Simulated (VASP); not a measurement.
Here is a VASP 6.6.1 calculation.

The input POSCAR:

```
K
1.0
   10.4155928667      0.0000000000      0.0000000000
    0.0000000000     10.4155928667      0.0000000000
    0.0000000000      0.0000000000      4.3245980000
K
1
Direct
    0.0000000000      0.0000000000      0.0000000000
```

File INCAR.step1:

```
ALGO     = Normal         # electronic algorithm
EDIFF    = 1E-4           # SCF threshold, eV
ENCUT    = 520            # plane-wave cutoff, eV
GGA      = PE             # functional
ISMEAR   = -1             # smearing method
LASPH    = True           # aspherical terms in the spheres
LCHARG   = False          # write CHGCAR
LREAL    = False          # projectors in reciprocal space
LWAVE    = True           # write WAVECAR
NBANDS   = 10             # bands
NELM     = 60             # most SCF steps
PREC     = Accurate       # precision mode
SIGMA    = 0.1            # smearing width, eV
```

File INCAR.step2:

```
ALGO     = Normal         # electronic algorithm
EDIFF    = 1E-6           # SCF threshold, eV
ENCUT    = 520            # plane-wave cutoff, eV
ISIF     = 2              # what is computed and relaxed
ISMEAR   = -1             # smearing method
ISTART   = 1            
LASPH    = True           # aspherical terms in the spheres
LCHARG   = False          # write CHGCAR
LMIXTAU  = True         
LREAL    = False          # projectors in reciprocal space
LWAVE    = False          # write WAVECAR
METAGGA  = R2SCAN         # meta-GGA
NBANDS   = 10             # bands
NELM     = 60             # most SCF steps
PREC     = Accurate       # precision mode
SIGMA    = 0.1            # smearing width, eV
```

Contents of KPOINTS:

```
k-points
0
Gamma
  4 4 8
```

Potentials or basis: VASP PAW PBE potentials, release 64 (K_sv).

Launch:

```sh
$ cat potpaw_PBE.64/K_sv/POTCAR > POTCAR
$ cp INCAR.step1 INCAR
$ mpirun -np 1 vasp_std > vasp.out
$ cp INCAR.step2 INCAR
$ mpirun -np 1 vasp_std > vasp.out
```

What does it give for the pressure?

0.0 GPa.

Predict the band gap on the k mesh.

zero (an odd number of electrons rules out a gap without spin polarisation).

Caveat: the PAW data sets were made with another functional, which shifts forces and pressure a little.
